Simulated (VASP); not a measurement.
# Bi in VASP: notebook, part 3 of 3

VASP 6.6.1.

### Step 5. Single point, PBE

File INCAR:

```
  PREC = Accurate
  ENCUT = 520
  EDIFF = 1E-6
  ISMEAR = 0
  SIGMA = 0.02
  LREAL = False
  LASPH = True
  NELM = 80
  ALGO = Normal
  ISIF = 2
  LWAVE = False
  LCHARG = False
  LDIPOL = True
  IDIPOL = 3
  DIPOL = 0.5 0.5 0.500
  GGA = PE
  NBANDS = 22
```

File KPOINTS:

```
Automatic mesh
0
Gamma
  9 9 1
```

File POSCAR:

```
Bi
1.0
    4.3490000000      0.0000000000      0.0000000000
   -2.1745000000      3.7663444811      0.0000000000
    0.0000000000      0.0000000000     28.0000000000
Bi
2
Direct
    0.3333333333      0.6666666667      0.5330178571
    0.6666666667      0.3333333333      0.4669821429
```

Potentials or basis: VASP PAW PBE potentials, release 64 (Bi_d).

The run is started by

```sh
> cat potpaw_PBE.64/Bi_d/POTCAR > POTCAR
> mpirun -np 1 vasp_std > vasp.out
```

OUTCAR:

```text
PREC = Accurate
   ENCUT = 520
   EDIFF = 1E-6
   ISMEAR = 0
   LREAL = False
   LASPH = True
   NELM = 80
   ISIF = 2
   GGA = PE

 ion  position               nearest neighbor table
   1  0.333  0.667  0.533-   2 3.12   2 3.12   2 3.12
   2  0.667  0.333  0.467-   1 3.12   1 3.12   1 3.12

  LATTYP: Found a hexagonal cell.
 ALAT       =     4.3490000000
 C/A-ratio  =     6.4382616693

  Lattice vectors:

 A1 = (   4.3490000000,   0.0000000000,   0.0000000000)
 A2 = (  -2.1745000000,   3.7663444811,   0.0000000000)
 A3 = (   0.0000000000,   0.0000000000,  28.0000000000)

Analysis of symmetry for initial positions (statically):
[... 476 lines left out ...]
  Direction    XX          YY          ZZ          XY          YZ          ZX
  --------------------------------------------------------------------------------------
  -------------------------------------------------------------------------------------
  Total       -0.7861804     -0.7861804     -1.6306831      0.0000000     -0.0000000     -0.0000000
  in kB       -2.7464095     -2.7464095     -5.6965601      0.0000000     -0.0000000     -0.0000000
  external PRESSURE =      -3.7297931 kB  Pullay stress =       0.0000000 kB

 VOLUME and BASIS-vectors are now :
 -----------------------------------------------------------------------------
  energy-cutoff  :      520.00
  volume of cell :      458.64
      direct lattice vectors                 reciprocal lattice vectors
     4.349000000  0.000000000  0.000000000     0.229937917  0.132754718  0.000000000
    -2.174500000  3.766344481  0.000000000     0.000000000  0.265509436  0.000000000
     0.000000000  0.000000000 28.000000000     0.000000000  0.000000000  0.035714286

 POSITION                                       TOTAL-FORCE (eV/Angst)
 -----------------------------------------------------------------------------------
     -0.00000      2.51090     14.92450        -0.000000     -0.000000     -0.864261
      2.17450      1.25545     13.07550         0.000000      0.000000      0.864261
 -----------------------------------------------------------------------------------
    total drift:                               -0.000000      0.000000     -0.000000

  FREE ENERGIE OF THE ION-ELECTRON SYSTEM (eV)
  ---------------------------------------------------
  free  energy   TOTEN  =        -7.4962252351 eV

  energy  without entropy=       -7.4962252351  energy(sigma->0) =       -7.49622524

 vacuum level on the upper side and lower side of the slab         1.566         1.566
```

stdout:

```text
POSCAR found type information on POSCAR Bi
 POSCAR found :  1 types and       2 ions
 scaLAPACK will be used
 LDA part: xc-table for (Slater+PW92), standard interpolation
 POSCAR, INCAR and KPOINTS ok, starting setup
 FFT: planning ... GRIDC
 FFT: planning ... GRID_SOFT
 FFT: planning ... GRID
 WAVECAR not read
 entering main loop
```

Run time: 99 s. Hardware: 1 thread of Intel Xeon 6975P-C (Granite Rapids), shared host; peak memory 0.48 GiB.

What came out:

- Free energy: -7.4962 eV
- Largest force: 0.864 eV/Å
- Band gap on the k mesh: 0.50 eV, direct

Forces in eV/Å, atoms in the order of the input:
```
Bi   0.000  0.000 -0.864
Bi   0.000  0.000  0.864
```

Levels at points of the mesh, in eV from the valence-band top:
| k point | band 11 | band 12 | band 13 | band 14 | band 15 | band 16 | band 17 | band 18 | band 19 | band 20 |
| --- | --- | --- | --- | --- | --- | --- | --- | --- | --- | --- |
| (0.00, 0.00, 0.00) | -12.27 | -8.87 | -1.19 | 0.00 | 0.00 | 0.50 | 2.30 | 2.30 | 3.49 | 3.52 |

Caveat: spin-orbit coupling is left out, which moves the levels of the heavy elements.

### Step 6. Single point, PBE

File INCAR:

```
PREC = Accurate ; ENCUT = 520
EDIFF = 1E-6 ; ISMEAR = 0
SIGMA = 0.02 ; LREAL = False
LASPH = True ; NELM = 60
ALGO = Normal ; ISIF = 2
LWAVE = False ; LCHARG = False
LDIPOL = True ; IDIPOL = 3
DIPOL = 0.5 0.5 0.500 ; GGA = PE
NBANDS = 22
```

File KPOINTS:

```
regular mesh
0
Gamma
  9 9 1
```

File POSCAR:

```
Bi
1.0
    4.3490000000      0.0000000000      0.0000000000
   -2.1745000000      3.7663444811      0.0000000000
    0.0000000000      0.0000000000     28.0000000000
Bi
2
Direct
    0.3333333333      0.6666666667      0.5462142857
    0.6666666667      0.3333333333      0.4537857143
```

Potentials or basis: VASP PAW PBE potentials, release 64 (Bi_d).

The run is started by

```sh
> cat potpaw_PBE.64/Bi_d/POTCAR > POTCAR
> mpirun -np 1 vasp_std > vasp.out
```

OUTCAR:

```text
PREC = Accurate
   ENCUT = 520
   EDIFF = 1E-6
   ISMEAR = 0
   LREAL = False
   LASPH = True
   NELM = 60
   ISIF = 2
   GGA = PE

 ion  position               nearest neighbor table
   1  0.333  0.667  0.546-   2 3.61   2 3.61   2 3.61
   2  0.667  0.333  0.454-   1 3.61   1 3.61   1 3.61

  LATTYP: Found a hexagonal cell.
 ALAT       =     4.3490000000
 C/A-ratio  =     6.4382616693

  Lattice vectors:

 A1 = (   4.3490000000,   0.0000000000,   0.0000000000)
 A2 = (  -2.1745000000,   3.7663444811,   0.0000000000)
 A3 = (   0.0000000000,   0.0000000000,  28.0000000000)

Analysis of symmetry for initial positions (statically):
[... 476 lines left out ...]
  Direction    XX          YY          ZZ          XY          YZ          ZX
  --------------------------------------------------------------------------------------
  -------------------------------------------------------------------------------------
  Total       -3.6672699     -3.6672699     -5.7855339      0.0000000      0.0000000      0.0000000
  in kB      -12.8110868    -12.8110868    -20.2109414      0.0000000      0.0000000      0.0000000
  external PRESSURE =     -15.2777050 kB  Pullay stress =       0.0000000 kB

 VOLUME and BASIS-vectors are now :
 -----------------------------------------------------------------------------
  energy-cutoff  :      520.00
  volume of cell :      458.64
      direct lattice vectors                 reciprocal lattice vectors
     4.349000000  0.000000000  0.000000000     0.229937917  0.132754718  0.000000000
    -2.174500000  3.766344481  0.000000000     0.000000000  0.265509436  0.000000000
     0.000000000  0.000000000 28.000000000     0.000000000  0.000000000  0.035714286

 POSITION                                       TOTAL-FORCE (eV/Angst)
 -----------------------------------------------------------------------------------
     -0.00000      2.51090     15.29400        -0.000000      0.000000     -2.223706
      2.17450      1.25545     12.70600         0.000000     -0.000000      2.223706
 -----------------------------------------------------------------------------------
    total drift:                               -0.000000      0.000000     -0.000000

  FREE ENERGIE OF THE ION-ELECTRON SYSTEM (eV)
  ---------------------------------------------------
  free  energy   TOTEN  =        -5.9928222140 eV

  energy  without entropy=       -5.9911503722  energy(sigma->0) =       -5.99198629

 vacuum level on the upper side and lower side of the slab         1.563         1.563
```

OSZICAR:

```text
N       E                     dE             d eps       ncg     rms          rms(c)
DAV:   1     0.203615744138E+03    0.20362E+03   -0.13316E+04   744   0.996E+02
DAV:   2     0.982193698993E+01   -0.19379E+03   -0.19091E+03   612   0.269E+02
DAV:   3    -0.550797795682E+01   -0.15330E+02   -0.15179E+02   606   0.922E+01
[... 13 lines left out ...]
DAV:  17    -0.599280713129E+01   -0.10317E-04   -0.40782E-07   466   0.552E-03    0.552E-04
DAV:  18    -0.599281655834E+01   -0.94271E-05   -0.43646E-07   456   0.290E-03    0.692E-04
DAV:  19    -0.599281986740E+01   -0.33091E-05   -0.87078E-08   402   0.259E-03    0.227E-04
DAV:  20    -0.599282199185E+01   -0.21245E-05   -0.88311E-08   398   0.153E-03    0.175E-04
DAV:  21    -0.599282221400E+01   -0.22215E-06   -0.93907E-09   408   0.110E-03
   1 F= -.59928222E+01 E0= -.59919863E+01  d E =-.167184E-02
```

Wall time 91 s (1 thread of Intel Xeon 6975P-C (Granite Rapids), shared host); peak memory 0.49 GiB.

What came out:

```yaml
Free_energy: -5.9928 eV
Largest_force: 2.224 eV/Å
Band_gap_on_the_k_mesh: zero (band 15 reaches -1.40 eV, above the bottom of band 16 at -2.49 eV)
```

Forces in eV/Å, atoms in the order of the input:
```
Bi   0.000  0.000 -2.224
Bi   0.000  0.000  2.224
```

Caveat: spin-orbit coupling is left out, which moves the levels of the heavy elements.
